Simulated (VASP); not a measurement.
A run of VASP 6.6.1 is set up as follows.

The input INCAR:

```
PREC = Accurate
ENCUT = 520
EDIFF = 1E-6
ISMEAR = 0
SIGMA = 0.1
LREAL = F
LASPH = T
NELM = 100
ALGO = Normal
ISIF = 2
LWAVE = F
LCHARG = F
GGA = PE
NBANDS = 32
```

File KPOINTS:

```
Automatic mesh
0
Gamma
  12 12 4
```

The input POSCAR:

```
BiO5
1.0
    3.4482653945      0.0000000000      0.0000000000
   -1.7241326972      2.9862854307      0.0000000000
    0.0000000000      0.0000000000     10.9091573516
Bi O
1 5
Direct
    0.6666666667      0.3333333333      0.0000000000
    0.0000000000      0.0000000000      0.8845115470
    0.6666666667      0.3333333333      0.5573868525
    0.0000000000      0.0000000000      0.5000000000
    0.6666666667      0.3333333333      0.4426131475
    0.0000000000      0.0000000000      0.1154884530
```

Potentials or basis: VASP PAW PBE potentials, release 64 (Bi_d, O).

Run with:

```bash
$ cat potpaw_PBE.64/Bi_d/POTCAR potpaw_PBE.64/O/POTCAR > POTCAR
$ mpirun -np 1 vasp_std > vasp.out
```

Problem. What does it give for the pressure?

Solution. 0.5 GPa.

Problem. Predict the largest force.

Solution. 0.901 eV/Å.

Forces on the atoms (eV/Å):
```
Bi   0.000  0.000  0.000
O    0.000  0.000 -0.030
O    0.000  0.000  0.901
O    0.000  0.000  0.000
O    0.000  0.000 -0.901
O    0.000  0.000  0.030
```

Caveat: the standard files for N, O and F lose accuracy on very short bonds; an odd number of electrons without spin polarisation forces a metal; a magnetic or distorted state may lie lower.
